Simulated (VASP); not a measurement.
# Si4C4F in VASP: single point with PBEsol

Aim: the single point of Si4C4F with PBEsol.

All numbers are computed with VASP 6.6.1; they aren't measurements. Logs are shortened: lines on timing, memory, paths and dates and some standing lists are left out, and cuts for length are marked.

## 1. The cell of the first run

The cell holds a slab with vacuum, 36 atoms: a = 3.081 Å, b = 4.357 Å, c = 38.606 Å, α = 90.00°, β = 90.00°, γ = 90.00°.

## 2. Single point, PBEsol

INCAR reads:

```
  PREC = Accurate
  ENCUT = 520
  EDIFF = 1E-7
  ISMEAR = -1
  SIGMA = 0.05
  LREAL = Auto
  LASPH = T
  NELM = 60
  ALGO = Normal
  ISIF = 2
  LWAVE = F
  LCHARG = F
  GGA = PS
  NBANDS = 102
```

KPOINTS reads:

```
regular mesh
0
Gamma
  6 4 1
```

POSCAR reads:

```
Si4C4F
1.0
    2.1784270000     -2.1784270000      0.0000000000
    0.0000000000      0.0000000000      4.3568530000
  -27.2983550000    -27.2983550000      0.0000000000
Si C F
16 16 4
Direct
    0.0005290000      0.0065410000      0.6793810000
    0.0004800000      0.0064540000      0.5199440000
    0.0004200000      0.0063550000      0.3602890000
    0.0003910000      0.0019430000      0.2006250000
    0.0005470000      0.0039570000      0.7584790000
    0.0005070000      0.0065130000      0.5997130000
    0.0004450000      0.0064050000      0.4401420000
    0.0004010000      0.0055520000      0.2802820000
    0.5005410000      0.5020230000      0.7993970000
    0.5005140000      0.5064100000      0.6397340000
    0.5004600000      0.5064370000      0.4800800000
    0.5004100000      0.5064730000      0.3206410000
    0.5005450000      0.5056270000      0.7197400000
    0.5004960000      0.5064340000      0.5598810000
    0.5004310000      0.5064750000      0.4003100000
    0.5003980000      0.5038780000      0.2415410000
    0.0005430000      0.2628680000      0.7972620000
    0.0005130000      0.2565080000      0.6395610000
    0.0004610000      0.2564720000      0.4800420000
    0.0004080000      0.2564150000      0.3202760000
    0.0005450000      0.2570890000      0.7190950000
    0.0004970000      0.2564790000      0.5598290000
    0.0004320000      0.2564800000      0.4002140000
    0.0003960000      0.2557920000      0.2400450000
    0.5005470000      0.7558690000      0.7599760000
    0.5005050000      0.7565160000      0.5998070000
    0.5004450000      0.7564490000      0.4401940000
    0.5004020000      0.7570110000      0.2809260000
    0.5005260000      0.7564880000      0.6797460000
    0.5004790000      0.7564890000      0.5199800000
    0.5004180000      0.7564500000      0.3604610000
    0.5003930000      0.7627930000      0.2027600000
    0.0004070000      0.1312740000      0.1623170000
    0.0005190000      0.0757920000      0.8271740000
    0.5005100000      0.6313170000      0.8377060000
    0.5003910000      0.5757360000      0.1728460000
```

Potentials or basis: VASP PAW PBE potentials, release 64 (Si, C, F).

Command:

```sh
$ cat potpaw_PBE.64/Si/POTCAR potpaw_PBE.64/C/POTCAR potpaw_PBE.64/F/POTCAR > POTCAR
$ mpirun -np 1 vasp_std > vasp.out
```

OUTCAR:

```text
PREC = Accurate
   ENCUT = 520
   EDIFF = 1E-7
   ISMEAR = -1
   LREAL = Auto
   LASPH = T
   NELM = 60
   ISIF = 2
   GGA = PS

 ion  position               nearest neighbor table
   1  0.001  0.007  0.679-  21 1.88  18 1.88  29 1.89  29 1.89   5 3.05  10 3.08  10 3.08   6 3.08
                            10 3.08  10 3.08  13 3.09  13 3.09  13 3.09  13 3.09
   2  0.000  0.006  0.520-  22 1.89  30 1.89  30 1.89  19 1.89   6 3.08  11 3.08  11 3.08  11 3.08
                            11 3.08   7 3.08  14 3.08  14 3.08  14 3.08  14 3.08
   3  0.000  0.006  0.360-  31 1.89  31 1.89  23 1.89  20 1.89  12 3.08  12 3.08  12 3.08  12 3.08
                            15 3.08  15 3.08   7 3.08  15 3.08  15 3.08   8 3.09
   4  0.000  0.002  0.201-  33 1.58  32 1.86  32 1.86  24 1.88   8 3.08  16 3.09  16 3.09  16 3.11
                            16 3.11
   5  0.001  0.004  0.758-  17 1.87  21 1.88  25 1.88  25 1.88  13 3.05  13 3.05   1 3.05  13 3.06
                            13 3.06   9 3.09   9 3.09   9 3.11   9 3.11
   6  0.001  0.007  0.600-  18 1.88  22 1.89  26 1.89  26 1.89   1 3.08  14 3.08  14 3.08   2 3.08
                            14 3.08  14 3.08  10 3.08  10 3.08  10 3.08  10 3.08
   7  0.000  0.006  0.440-  27 1.89  27 1.89  19 1.89  23 1.89  15 3.08  15 3.08  15 3.08  15 3.08
                             2 3.08  11 3.08  11 3.08  11 3.08  11 3.08   3 3.08
   8  0.000  0.006  0.280-  28 1.88  28 1.88  20 1.89  24 1.90  16 3.05  16 3.05  16 3.06  16 3.06
                             4 3.08  12 3.09  12 3.09   3 3.09  12 3.09  12 3.09
   9  0.501  0.502  0.799-  35 1.58  17 1.86  17 1.86  25 1.88  13 3.08   5 3.09   5 3.09   5 3.11
                             5 3.11
  10  0.501  0.506  0.640-  18 1.89  18 1.89  26 1.89  29 1.89   1 3.08   1 3.08   1 3.08   1 3.08
                             6 3.08  14 3.08   6 3.08   6 3.08   6 3.08  13 3.09
  11  0.500  0.506  0.480-  27 1.89  19 1.89  19 1.89  30 1.89  15 3.08   2 3.08   2 3.08   2 3.08
                             2 3.08  14 3.08   7 3.08   7 3.08   7 3.08   7 3.08
  12  0.500  0.506  0.321-  28 1.88  31 1.88  20 1.89  20 1.89  16 3.05   3 3.08   3 3.08  15 3.08
                             3 3.08   3 3.08   8 3.09   8 3.09   8 3.09   8 3.09
  13  0.501  0.506  0.720-  21 1.88  21 1.88  29 1.89  25 1.90   5 3.05   5 3.05   5 3.06   5 3.06
                             9 3.08   1 3.09   1 3.09  10 3.09   1 3.09   1 3.09
  14  0.500  0.506  0.560-  22 1.89  22 1.89  30 1.89  26 1.89   6 3.08   6 3.08   6 3.08   6 3.08
                            11 3.08   2 3.08   2 3.08   2 3.08   2 3.08  10 3.08
  15  0.500  0.506  0.400-  31 1.88  27 1.89  23 1.89  23 1.89  12 3.08   7 3.08   7 3.08  11 3.08
                             7 3.08   7 3.08   3 3.08   3 3.08   3 3.08   3 3.08
  16  0.500  0.504  0.242-  32 1.87  28 1.88  24 1.88  24 1.88   8 3.05   8 3.05  12 3.05   8 3.06
                             8 3.06   4 3.09   4 3.09   4 3.11   4 3.11
  17  0.001  0.263  0.797-  34 1.41   9 1.86   9 1.86   5 1.87
  18  0.001  0.257  0.640-   1 1.88   6 1.88  10 1.89  10 1.89
  19  0.000  0.256  0.480-  11 1.89  11 1.89   2 1.89   7 1.89
  20  0.000  0.256  0.320-  12 1.89  12 1.89   3 1.89   8 1.89
  21  0.001  0.257  0.719-   5 1.88   1 1.88  13 1.88  13 1.88
  22  0.000  0.256  0.560-   6 1.89   2 1.89  14 1.89  14 1.89
[... 8 lines left out ...]
  31  0.500  0.756  0.360-  12 1.88  15 1.88   3 1.89   3 1.89
  32  0.500  0.763  0.203-  36 1.41   4 1.86   4 1.86  16 1.87
  33  0.000  0.131  0.162-   4 1.58
  34  0.001  0.076  0.827-  17 1.41
  35  0.501  0.631  0.838-   9 1.58
  36  0.500  0.576  0.173-  32 1.41

  LATTYP: Found a simple orthorhombic cell.
 ALAT       =     3.0807610080
 B/A-ratio  =     1.4142132378
 C/A-ratio  =    12.5312232175

  Lattice vectors:

 A1 = (   2.1784270000,  -2.1784270000,   0.0000000000)
 A2 = (   0.0000000000,   0.0000000000,   4.3568530000)
 A3 = ( -27.2983550000, -27.2983550000,   0.0000000000)

Analysis of symmetry for initial positions (statically):
=====================================================================
 Subroutine PRICEL returns:
 Original cell was already a primitive cell.

 Routine SETGRP: Setting up the symmetry group for a
 simple orthorhombic supercell.

 Subroutine GETGRP returns: Found  1 space group operations
 (whereof  1 operations were pure point group operations)
 out of a pool of  8 trial point group operations.

The static configuration has the point symmetry C_1 .

Analysis of symmetry for dynamics (positions and initial velocities):
=====================================================================
 Subroutine PRICEL returns:
 Original cell was already a primitive cell.

 Routine SETGRP: Setting up the symmetry group for a
 simple orthorhombic supercell.

 Subroutine GETGRP returns: Found  1 space group operations
 (whereof  1 operations were pure point group operations)
 out of a pool of  8 trial point group operations.

The dynamic configuration has the point symmetry C_1 .

[... 114 lines left out ...]
     0.000000000  0.000000000  0.000000000

 Subroutine IBZKPT returns following result:
 ===========================================

 Found     14 irreducible k-points:

 Following reciprocal coordinates:
            Coordinates               Weight
  0.000000  0.000000  0.000000      1.000000
  0.166667  0.000000  0.000000      2.000000
  0.333333  0.000000  0.000000      2.000000
  0.500000  0.000000  0.000000      1.000000
  0.000000  0.250000  0.000000      2.000000
  0.166667  0.250000  0.000000      2.000000
  0.166667 -0.250000  0.000000      2.000000
  0.333333  0.250000  0.000000      2.000000
  0.333333 -0.250000  0.000000      2.000000
  0.500000  0.250000  0.000000      2.000000
  0.000000  0.500000  0.000000      1.000000
  0.166667  0.500000  0.000000      2.000000
  0.333333  0.500000  0.000000      2.000000
  0.500000  0.500000  0.000000      1.000000
   k-points           NKPTS =     14   k-points in BZ     NKDIM =     14   number of bands    NBANDS=    102
   number of dos      NEDOS =    301   number of ions     NIONS =     36
   total plane-waves  NPLWV = 221184
   dimension x,y,z NGX =    24 NGY =   32 NGZ =  288
   dimension x,y,z NGXF=    48 NGYF=   64 NGZF=  576
   ions per type =              16  16   4
   NGX,Y,Z   is equivalent  to a cutoff of  12.95, 12.21, 12.40 a.u.
   NGXF,Y,Z  is equivalent  to a cutoff of  25.90, 24.42, 24.80 a.u.
 SYSTEM =  unknown system
   PREC   = accura    normal or accurate (medium, high low for compatibility)
   ISTART =      0    job   : 0-new  1-cont  2-samecut
   ICHARG =      2    charge: 1-file 2-atom 10-const
   ISPIN  =      1    spin polarized calculation?
   LNONCOLLINEAR =      F non collinear calculations
   LSORBIT =      F    spin-orbit coupling
   LASPH  =      T    aspherical Exc in radial PAW
   ENCUT  =  520.0 eV  38.22 Ry    6.18 a.u.   5.73  8.10 71.78*2*pi/ulx,y,z
   NELM   =     60;   NELMIN=  2; NELMDL= -5     # of ELM steps
   EDIFF  = 0.1E-06   stopping-criterion for ELM
   LREAL  =      T    real-space projection
   EDIFFG = 0.1E-05   stopping-criterion for IOM
   NSW    =      0    number of steps for IOM
   IBRION =     -1    ionic relax: 0-MD 1-quasi-New 2-CG
   NFREE  =      0    steps in history (QN), initial steepest desc. (CG)
   ISIF   =      2    stress and relaxation
   ISYM   =      2    0-nonsym 1-usesym 2-fastsym
   POTIM  = 0.5000    time-step for ionic-motion
   TEBEG  =    0.0;   TEEND  =   0.0 temperature during run
   PSTRESS=    0.0 pullay stress
   NELECT =     156.0000    total number of electrons
   NUPDOWN=      -1.0000    fix difference up-down
   EMIN   =  10.00;   EMAX   =-10.00  energy-range for DOS
   EFERMI =   0.00;   METHOD = LEGACY
   ISMEAR =    -1;   SIGMA  =   0.05  broadening in eV -4-tet -1-fermi 0-gaus
   EFERMI_NEDOS =   21; number of points for ismear=-14 and -15
   IALGO  =     38    algorithm
   IMIX   =      4    mixing-type and parameters
     AMIX     =   0.40;   BMIX     =  1.00
     AMIX_MAG =   1.60;   BMIX_MAG =  1.00
  volume/ion in A,a.u.               =      14.39        97.14
  Fermi-wavevector in a.u.,A,eV,Ry     =   1.097208  2.073422 16.379578  1.203865
  Thomas-Fermi vector in A             =   2.233564
   LORBIT       =      0    0 simple, 1 ext, 2 COOP (PROOUT), +10 PAW based schemes
   GGA     = PS    functional components
   LHFCALC =     F    Hartree Fock is set to
   AEXX    =    0.0000 exact exchange contribution
   IVDW    =     0    specifies the selected vdW correction
   LEPSILON=     F    determine dielectric tensor
   LRPA    =     F    only Hartree local field effects (RPA)
 non-spin polarized calculation
  energy-cutoff  :      520.00
  volume of cell :      518.18
 maximum number of plane-waves:     14056
 NGX is ok and might be reduce to    24
   NGX = 11   NGY = 17   NGZ =143

 number of electron     156.0000026 magnetization

 Free energy of the ion-electron system (eV)
  ---------------------------------------------------
  ext. energy  EPLUGINS =         0.00000000
  ---------------------------------------------------
  free energy    TOTEN  =      -271.73454783 eV

  energy without entropy =     -271.73454064  energy(sigma->0) =     -271.73454424

 E-fermi :   3.5283     XC(G=0):  -8.3291

 val. band max:        3.0171112882   @ k =   0.0000   0.0000   0.0000
 cond. band min:       4.0459297567   @ k =   0.5000   0.0000   0.0000
 fundamental gap:      1.0288184685
 Fermi energy:         3.5283130742

 k-point     1 :       0.0000    0.0000    0.0000
  band No.  band energies     occupation
      1     -21.3564      2.00000
      2     -21.3557      2.00000
      3     -20.3219      2.00000
      4     -20.3213      2.00000
      5     -12.7361      2.00000
      6     -12.5915      2.00000
[... 1291 lines left out ...]
     89       8.0541      0.00000
     90       8.0543      0.00000
 [bands above 90 left out]

------------------------ aborting loop because EDIFF is reached ----------------------------------------

  FORCE on cell =-STRESS in cart. coord.  units (eV):
  Direction    XX          YY          ZZ          XY          YZ          ZX
  --------------------------------------------------------------------------------------
  -------------------------------------------------------------------------------------
  Total        4.0065410      4.0022423      8.0580044     -2.1364568      0.0027601      0.0029809
  in kB       12.3879025     12.3746113     24.9147015     -6.6057525      0.0085340      0.0092168
  external PRESSURE =      16.5590718 kB  Pullay stress =       0.0000000 kB

 VOLUME and BASIS-vectors are now :
 -----------------------------------------------------------------------------
  energy-cutoff  :      520.00
  volume of cell :      518.18
      direct lattice vectors                 reciprocal lattice vectors
     2.178427000 -2.178427000  0.000000000     0.229523413 -0.229523413  0.000000000
     0.000000000  0.000000000  4.356853000     0.000000000  0.000000000  0.229523466
   -27.298355000-27.298355000  0.000000000    -0.018316122 -0.018316122  0.000000000

 POSITION                                       TOTAL-FORCE (eV/Angst)
 -----------------------------------------------------------------------------------
    -18.54483    -18.54714      0.02850         0.000704      0.000201      0.000827
    -14.19257    -14.19466      0.02812         0.000000     -0.001519     -0.003979
     -9.83438     -9.83621      0.02769        -0.000211     -0.001474     -0.003412
     -5.47588     -5.47758      0.00847        -0.168045     -0.167613     -0.085581
    -20.70404    -20.70642      0.01724        -0.005182     -0.005016      0.008911
    -16.37007    -16.37228      0.02838        -0.000391     -0.000735     -0.003321
[... 28 lines left out ...]
    -21.77767    -23.95832      2.75056        -0.191660     -0.192265      0.102682
     -3.62835     -5.80848      2.50840         0.174324      0.176323     -0.178627
 -----------------------------------------------------------------------------------
    total drift:                               -0.003885     -0.002300      0.017496

  FREE ENERGIE OF THE ION-ELECTRON SYSTEM (eV)
  ---------------------------------------------------
  free  energy   TOTEN  =      -271.7345478341 eV

  energy  without entropy=     -271.7345406388  energy(sigma->0) =     -271.73454424
```

Run time: 28 min. Hardware: 1 thread of Intel Xeon Platinum 8488C (Sapphire Rapids), shared host; peak memory 0.76 GiB.

What came out:

- Free energy: -271.7345 eV
- Largest force: 0.306 eV/Å
- Band gap on the k mesh: 1.03 eV (least direct gap 1.08 eV)

Forces on the atoms (eV/Å):
```
Si   0.001  0.000  0.001
Si   0.000 -0.002 -0.004
Si   0.000 -0.001 -0.003
Si  -0.168 -0.168 -0.086
Si  -0.005 -0.005  0.009
Si   0.000 -0.001 -0.003
Si   0.000 -0.001 -0.004
Si  -0.004 -0.004 -0.006
Si   0.168  0.168 -0.086
Si   0.002  0.001 -0.003
Si   0.002  0.001 -0.004
Si   0.000  0.000  0.000
Si   0.004  0.005 -0.006
Si   0.002  0.001 -0.004
Si   0.001  0.001 -0.003
Si   0.004  0.005  0.009
C    0.176  0.175  0.165
C    0.000  0.001  0.002
C   -0.005 -0.004  0.002
C   -0.003 -0.004  0.001
C    0.004  0.008  0.000
C   -0.003 -0.005  0.003
C   -0.006 -0.006  0.003
C   -0.003 -0.002 -0.004
C    0.003  0.004 -0.003
C    0.005  0.005  0.003
C    0.005  0.002  0.004
C   -0.007 -0.006  0.000
C    0.002  0.002  0.000
C    0.005  0.004  0.001
C   -0.002  0.000  0.002
C   -0.175 -0.176  0.164
F    0.192  0.192  0.103
F   -0.177 -0.174 -0.179
F   -0.192 -0.192  0.103
F    0.174  0.176 -0.179
```

Levels at points of the mesh, in eV from the valence-band top:
```tsv
k point	band 76	band 77	band 78	band 79	band 80	band 81
(0.00, 0.00, 0.00)	-0.38	0.00	0.00	1.08	1.54	2.04
(0.50, 0.00, 0.00)	-1.81	-1.39	-1.39	1.03	1.03	1.50
(0.00, 0.50, 0.00)	-0.94	-0.33	-0.33	3.59	3.59	3.83
(0.50, 0.50, 0.00)	-1.36	-1.08	-1.08	4.28	4.28	4.68
```

Caveat: there is no dipole correction, which matters where the two faces differ; the PAW data sets were made with another functional, which shifts forces and pressure a little.
